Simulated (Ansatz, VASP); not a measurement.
# One calculation of ScAl3, two programs

```
Sc Al
1.0
     4.18755    0.00000    0.00000
     0.00000    4.18755    0.00000
     0.00000    0.00000    4.18755
Sc Al
1 3
Cartesian
  0.0000 0.0000 0.0000
  2.0938 0.0000 2.0938
  0.0000 2.0938 2.0938
  2.0938 2.0938 0.0000
```

Alike in both runs: task single point; functional PBEsol; dispersion D3(BJ); k mesh 6 × 6 × 6; no spin polarisation.

|  | VASP | Ansatz |
| --- | --- | --- |
| version | VASP 6.6.1 | Ansatz 0.2.0 |
| potentials or method | VASP PAW PBE potentials, release 64 (Sc_sv, Al), cutoff 520 eV | plane waves, PAW |
| occupations | fermi-dirac, width 0.1 eV | fermi-dirac |
| valence electrons in the cell | 20 | 20 |

Ansatz gave:

* pressure (GPa): -9.4

What did VASP give for the same quantities?

Pressure (GPa): -9.3.

VASP's potentials were made for PBE, not for PBEsol.
